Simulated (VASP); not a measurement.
# LiCl (Fm-3m) in VASP: G0W0 quasiparticle levels with PBE

Aim: the G0W0 quasiparticle levels of LiCl with PBE.

All numbers are computed with VASP 6.6.1; they aren't measurements. Logs are shortened: lines on timing, memory, paths and dates and some standing lists are left out, and cuts for length are marked.

## (1) The cell of the first run

Symmetry: Fm-3m, No. 225, cubic system. Conventional cell: a = 5.112 Å, b = 5.112 Å, c = 5.112 Å, α = 90.00°, β = 90.00°, γ = 90.00°. Li (site symmetry m-3m) has 6 Cl at 2.56 Å within 3.4 Å. Cl (site symmetry m-3m) has 6 Li at 2.56 Å within 3.4 Å.

## (2) G0W0 quasiparticle levels, PBE

Contents of POSCAR:

```
LiCl
1.0
    0.0000000000      2.5560369926      2.5560369926
    2.5560369926      0.0000000000      2.5560369926
    2.5560369926      2.5560369926      0.0000000000
Li Cl
1 1
Direct
    0.0000000000      0.0000000000      0.0000000000
    0.5000000000      0.5000000000      0.5000000000
```

Contents of INCAR.step1:

```
PREC = Accurate
ENCUT = 500
EDIFF = 1E-8
ISMEAR = 0
SIGMA = 0.01
LREAL = False
LASPH = True
NELM = 80
ALGO = Normal
LWAVE = True
LCHARG = False
GGA = PE
```

Contents of INCAR.step2:

```
PREC = Accurate
ENCUT = 500
EDIFF = 1E-8
ISMEAR = 0
SIGMA = 0.01
LREAL = False
LASPH = True
NELM = 1
ALGO = Exact
LWAVE = True
LCHARG = False
GGA = PE
NBANDS = 64
LOPTICS = True
ISTART = 1
```

Contents of INCAR.step3:

```
PREC = Accurate
ENCUT = 500
EDIFF = 1E-8
ISMEAR = 0
SIGMA = 0.01
LREAL = False
LASPH = True
ALGO = EVGW0
LWAVE = False
LCHARG = False
GGA = PE
NELMGW = 1
NBANDS = 64
ENCUTGW = 80.0
NOMEGA = 96
PRECFOCK = Fast
ISTART = 1
NBANDSGW = 12
OMEGAMAX = 20
```

Contents of KPOINTS:

```
Automatic mesh
0
Gamma
  4 4 4
```

Potentials or basis: VASP PAW PBE potentials, release 64 (Li_GW, Cl_GW).

Command:

```
$ cat potpaw_PBE.64/Li_GW/POTCAR potpaw_PBE.64/Cl_GW/POTCAR > POTCAR
$ cp INCAR.step1 INCAR
$ mpirun -np 1 vasp_std > vasp.out
$ cp INCAR.step2 INCAR
$ mpirun -np 1 vasp_std > vasp.out
$ cp INCAR.step3 INCAR
$ mpirun -np 1 vasp_std > vasp.out
```

OUTCAR:

```text
PREC = Accurate
   ENCUT = 500
   EDIFF = 1E-8
   ISMEAR = 0
   LREAL = False
   LASPH = True
   GGA = PE
   NELMGW = 1
   ENCUTGW = 80.0
   PRECFOCK = Fast
   ISTART = 1

 ion  position               nearest neighbor table
   1  0.000  0.000  0.000-   2 2.56   2 2.56   2 2.56   2 2.56   2 2.56   2 2.56
   2  0.500  0.500  0.500-   1 2.56   1 2.56   1 2.56   1 2.56   1 2.56   1 2.56

  LATTYP: Found a face centered cubic cell.
 ALAT       =     5.1120739852

  Lattice vectors:

 A1 = (   0.0000000000,   2.5560369926,   2.5560369926)
 A2 = (   2.5560369926,   0.0000000000,   2.5560369926)
 A3 = (   2.5560369926,   2.5560369926,   0.0000000000)

Analysis of symmetry for initial positions (statically):
=====================================================================
 Subroutine PRICEL returns:
 Original cell was already a primitive cell.

 Routine SETGRP: Setting up the symmetry group for a
 face centered cubic supercell.

 Subroutine GETGRP returns: Found 48 space group operations
 (whereof 48 operations were pure point group operations)
 out of a pool of 48 trial point group operations.

The static configuration has the point symmetry O_h .

Analysis of symmetry for dynamics (positions and initial velocities):
=====================================================================
 Subroutine PRICEL returns:
 Original cell was already a primitive cell.

 Routine SETGRP: Setting up the symmetry group for a
 face centered cubic supercell.

 Subroutine GETGRP returns: Found 48 space group operations
 (whereof 48 operations were pure point group operations)
 out of a pool of 48 trial point group operations.

The dynamic configuration has the point symmetry O_h .

 Subroutine INISYM returns: Found 48 space group operations
 (whereof 48 operations are pure point group operations),
 and found     1 'primitive' translations

----------------------------------------------------------------------------------------

                                     Primitive cell

  volume of cell :      33.3988

  direct lattice vectors                    reciprocal lattice vectors
     0.000000000  2.556036993  2.556036993    -0.195615322  0.195615322  0.195615322
     2.556036993  0.000000000  2.556036993     0.195615322 -0.195615322  0.195615322
     2.556036993  2.556036993  0.000000000     0.195615322  0.195615322 -0.195615322

  length of vectors
     3.614782181  3.614782181  3.614782181     0.338815677  0.338815677  0.338815677

  position of ions in fractional coordinates (direct lattice)
     0.000000000  0.000000000  0.000000000
     0.500000000  0.500000000  0.500000000

  ion indices of the primitive-cell ions
   primitive index   ion index
                 1           1
                 2           2

----------------------------------------------------------------------------------------

 KPOINTS: Automatic mesh

Automatic generation of k-mesh.
 Grid dimensions read from file:
 generate k-points for:    4    4    4

 Generating k-lattice:

  Cartesian coordinates                     Fractional coordinates (reciprocal lattice)
    -0.048903831  0.048903831  0.048903831     0.250000000  0.000000000  0.000000000
     0.048903831 -0.048903831  0.048903831     0.000000000  0.250000000  0.000000000
     0.048903831  0.048903831 -0.048903831     0.000000000  0.000000000  0.250000000

  Length of vectors
     0.084703919  0.084703919  0.084703919

  Shift w.r.t. Gamma in fractional coordinates (k-lattice)
     0.000000000  0.000000000  0.000000000

 Subroutine IBZKPT returns following result:
 ===========================================

 Found      8 irreducible k-points:

 Following reciprocal coordinates:
            Coordinates               Weight
  0.000000  0.000000  0.000000      1.000000
  0.250000  0.000000  0.000000      8.000000
  0.500000  0.000000  0.000000      4.000000
  0.250000  0.250000  0.000000      6.000000
  0.500000  0.250000  0.000000     24.000000
 -0.250000  0.250000  0.000000     12.000000
  0.500000  0.500000  0.000000      3.000000
 -0.250000  0.500000  0.250000      6.000000
   k-points           NKPTS =      8   k-points in BZ     NKDIM =     64   number of bands    NBANDS=     64
   number of dos      NEDOS =    301   number of ions     NIONS =      2
   total plane-waves  NPLWV =  21952
   dimension x,y,z NGX =    28 NGY =   28 NGZ =   28
   dimension x,y,z NGXF=    56 NGYF=   56 NGZF=   56
   ions per type =               1   1
   NGX,Y,Z   is equivalent  to a cutoff of  12.88, 12.88, 12.88 a.u.
   NGXF,Y,Z  is equivalent  to a cutoff of  25.75, 25.75, 25.75 a.u.
 SYSTEM =  unknown system
   PREC   = accura    normal or accurate (medium, high low for compatibility)
   ISTART =      1    job   : 0-new  1-cont  2-samecut
   ICHARG =      0    charge: 1-file 2-atom 10-const
   ISPIN  =      1    spin polarized calculation?
   LNONCOLLINEAR =      F non collinear calculations
   LSORBIT =      F    spin-orbit coupling
   LASPH  =      T    aspherical Exc in radial PAW
   ENCUT  =  500.0 eV  36.75 Ry    6.06 a.u.   6.59  6.59  6.59*2*pi/ulx,y,z
   NELM   =     60;   NELMIN=  2; NELMDL=  0     # of ELM steps
   EDIFF  = 0.1E-07   stopping-criterion for ELM
   LREAL  =      F    real-space projection
   EDIFFG = 0.1E-06   stopping-criterion for IOM
   NSW    =      0    number of steps for IOM
   IBRION =     -1    ionic relax: 0-MD 1-quasi-New 2-CG
   NFREE  =      0    steps in history (QN), initial steepest desc. (CG)
   ISIF   =      0    stress and relaxation
   ISYM   =      3    0-nonsym 1-usesym 2-fastsym
   POTIM  = 0.5000    time-step for ionic-motion
   TEBEG  =    0.0;   TEEND  =   0.0 temperature during run
   PSTRESS=    0.0 pullay stress
   NELECT =       8.0000    total number of electrons
   NUPDOWN=      -1.0000    fix difference up-down
   EMIN   =  10.00;   EMAX   =-10.00  energy-range for DOS
   EFERMI =   0.00;   METHOD = LEGACY
   ISMEAR =     0;   SIGMA  =   0.01  broadening in eV -4-tet -1-fermi 0-gaus
   EFERMI_NEDOS =   21; number of points for ismear=-14 and -15
   IALGO  =     38    algorithm
   IMIX   =      4    mixing-type and parameters
     AMIX     =   0.40;   BMIX     =  1.00
     AMIX_MAG =   1.60;   BMIX_MAG =  1.00
  volume/ion in A,a.u.               =      16.70       112.69
  Fermi-wavevector in a.u.,A,eV,Ry     =   1.016704  1.921291 14.064155  1.033686
  Thomas-Fermi vector in A             =   2.150062
   LORBIT       =      0    0 simple, 1 ext, 2 COOP (PROOUT), +10 PAW based schemes
   GGA     = PE    functional components
   LHFCALC =     T    Hartree Fock is set to
   PRECFOCK=fast      Normal, Fast or Accurate (Low or Medium for compatibility)
   ENCUT4O =  -1.0   cutoff for four orbital integrals eV
   NKREDX  =     1    reduce k-point grid by
   NKREDY  =     1    reduce k-point grid by
   NKREDZ  =     1    reduce k-point grid by
   AEXX    =    1.0000 exact exchange contribution
   HFSCREEN=    0.0000 screening length (either q_TF or 0.3 A-1)
   HFSCREENC=   0.0000 screening length for correlation (either q_TF or 0.3 A-1)
   ENCUTFOCK=  -1.0 apply spherical cutoff to Coloumb kernel
   IVDW    =     0    specifies the selected vdW correction
   LEPSILON=     F    determine dielectric tensor
   LRPA    =     F    only Hartree local field effects (RPA)
   LRPAFORCE           =     F    calculate RPA forces
   ENCUTGW             =  80.0    cutoff for response function in eV
   ENCUTGWSOFT         =  64.0    soft cutoff for Coulomb kernel in GW response function in eV
   ENCUTLF             =  -1.0    cutoff for local field effects
   NELMGW              =     1    number of iterations in solving QP/BSE equation
   NELMHF              =     1    number of iterations in the inner HF iteration
   NKREDLFX            =     1    NKREDLFY  =   1   NKREDLFZ  =   1
 non-spin polarized calculation
 Gauss-broadening in eV      SIGMA  =   0.01
  energy-cutoff  :      500.00
  volume of cell :       33.40
 maximum number of plane-waves:       869
 NGX is ok and might be reduce to    28
  NGX = 16; NGY = 16; NGZ = 16
   NGX = 13   NGY = 13   NGZ = 13
 maximum number of plane-waves:        59
 NGX is ok and might be reduce to    14

 QP shifts <psi_nk| G(iteration)W_0 |psi_nk>: iteration 1
 for sc-GW calculations column KS-energies equals QP-energies in previous step
 and V_xc(KS)=  KS-energies - (<T + V_ion + V_H > + <T+V_H+V_ion>^1  + <V_x>^1)

 k-point   1 :       0.0000    0.0000    0.0000
  band No.  KS-energies  QP-energies   sigma(KS)   V_xc(KS)     V^pw_x(r,r')   Z            occupation Imag(sigma)

      1     -14.3235     -15.4858     -16.2022     -14.7355     -24.1360       0.7925       2.0000       1.5832
      2      -0.8781      -2.3356     -16.5637     -14.7573     -18.9779       0.8069       2.0000       0.0380
      3      -0.8781      -2.3356     -16.5637     -14.7573     -18.9779       0.8069       2.0000       0.0380
      4      -0.8781      -2.3356     -16.5637     -14.7573     -18.9779       0.8069       2.0000       0.0380
      5       5.4989       6.3870      -7.5459      -8.6081      -4.1038       0.8361       0.0000      -0.0409
      6      10.9151      12.2577      -7.9667      -9.5878      -4.2670       0.8282       0.0000      -0.0538
      7      10.9151      12.2577      -7.9667      -9.5878      -4.2670       0.8282       0.0000      -0.0538
      8      10.9151      12.2577      -7.9667      -9.5878      -4.2670       0.8282       0.0000      -0.0538
      9      13.4750      15.2120      -8.9577     -11.1115      -4.8937       0.8065       0.0000      -0.0747
     10      13.4750      15.2120      -8.9577     -11.1115      -4.8937       0.8065       0.0000      -0.0747
     11      13.7081      14.8441      -5.8487      -7.2850      -1.4324       0.7909       0.0000      -0.0986
     12      13.7081      14.8441      -5.8487      -7.2850      -1.4324       0.7909       0.0000      -0.0986

 k-point   2 :       0.2500    0.0000    0.0000
  band No.  KS-energies  QP-energies   sigma(KS)   V_xc(KS)     V^pw_x(r,r')   Z            occupation Imag(sigma)

      1     -14.0460     -15.1252     -16.2843     -14.9693     -24.2649       0.8207       2.0000       1.5249
      2      -2.4856      -4.2027     -15.3581     -13.1956     -17.9181       0.7940       2.0000       0.0475
      3      -1.0170      -2.4997     -16.5039     -14.6611     -18.9333       0.8046       2.0000       0.0396
      4      -1.0170      -2.4997     -16.5039     -14.6611     -18.9333       0.8046       2.0000       0.0396
      5       6.3641       7.3459      -7.4632      -8.6341      -4.0214       0.8385       0.0000      -0.0422
      6       9.7377      11.1056      -7.1625      -8.8080      -3.5159       0.8313       0.0000      -0.0506
      7       9.7377      11.1056      -7.1625      -8.8080      -3.5159       0.8313       0.0000      -0.0506
      8      10.0876      11.3235      -8.2323      -9.7418      -4.4708       0.8188       0.0000      -0.0585
      9      12.8897      14.3888      -8.2250     -10.0709      -4.2068       0.8121       0.0000      -0.0716
     10      12.8897      14.3888      -8.2250     -10.0709      -4.2068       0.8121       0.0000      -0.0716
     11      14.7230      15.6497      -6.0904      -7.2845      -1.5722       0.7761       0.0000      -0.1277
     12      18.8738      20.3197      -8.0841      -9.9490      -2.9844       0.7753       0.0000      -0.4378
[... 68 lines left out ...]
      1     -13.4828     -14.3238     -16.6483     -15.5243     -24.6115       0.7482       2.0000       1.2705
      2      -3.8218      -5.7149     -14.5784     -12.1632     -17.3616       0.7838       2.0000       0.0619
      3      -1.9996      -3.6412     -15.7766     -13.7116     -18.3175       0.7949       2.0000       0.0431
      4      -1.9996      -3.6412     -15.7766     -13.7116     -18.3175       0.7949       2.0000       0.0431
      5       6.9583       8.0620      -7.0684      -8.3844      -3.6969       0.8386       0.0000      -0.0426
      6       7.3390       8.2682      -7.1454      -8.2478      -3.8322       0.8429       0.0000      -0.0391
      7      11.6437      13.0443      -8.8510     -10.6110      -4.7010       0.7958       0.0000      -0.0805
      8      13.3124      14.6262      -7.1144      -8.7787      -2.7513       0.7894       0.0000      -0.0963
      9      13.3124      14.6262      -7.1144      -8.7787      -2.7513       0.7894       0.0000      -0.0963
     10      15.6893      17.6285      -9.8247     -12.3263      -5.2937       0.7752       0.0000      -0.1209
     11      17.1259      19.1609     -10.2422     -12.8877      -5.4071       0.7692       0.0000      -0.1699
     12      17.1259      19.1609     -10.2422     -12.8877      -5.4071       0.7692       0.0000      -0.1699

 k-point   8 :      -0.2500    0.5000    0.2500
  band No.  KS-energies  QP-energies   sigma(KS)   V_xc(KS)     V^pw_x(r,r')   Z            occupation Imag(sigma)

      1     -13.4907     -14.3079     -16.6080     -15.5168     -24.6059       0.7488       2.0000       1.2799
      2      -3.0371      -4.8251     -14.9670     -12.7008     -17.6076       0.7890       2.0000       0.0526
      3      -3.0371      -4.8251     -14.9670     -12.7008     -17.6076       0.7890       2.0000       0.0526
      4      -1.9600      -3.6024     -15.7528     -13.6903     -18.2597       0.7963       2.0000       0.0413
      5       8.6286       9.9288      -7.8403      -9.4111      -4.3247       0.8277       0.0000      -0.0496
      6       9.2404      10.5297      -6.8005      -8.3541      -3.0849       0.8299       0.0000      -0.0528
      7       9.5366      10.7974      -8.4153      -9.9439      -4.7880       0.8249       0.0000      -0.0533
      8       9.5366      10.7974      -8.4153      -9.9439      -4.7880       0.8249       0.0000      -0.0533
      9      15.0509      16.3536      -7.3938      -9.0773      -2.8611       0.7738       0.0000      -0.1308
     10      15.0509      16.3536      -7.3938      -9.0773      -2.8611       0.7738       0.0000      -0.1308
     11      17.1622      19.2190     -10.2927     -12.9599      -5.4470       0.7711       0.0000      -0.1716
     12      18.1143      19.6391      -9.4121     -11.4092      -4.3144       0.7634       0.0000      -0.3646
```

Run time: 100 s. Hardware: 1 thread of Intel Xeon 8259CL, shared host; peak memory 0.29 GiB.

Results:

* Quasiparticle gap: 8.72 eV
* Least direct quasiparticle gap: 8.72 eV
* Band gap of the starting levels on the mesh: 6.38 eV
* Least direct gap of the starting levels on the mesh: 6.38 eV

Caveat: the k points lie up to 0.53 Å⁻¹ apart; bands, screening cutoff and mesh are small and nothing is extrapolated, so the quasiparticle values aren't converged.
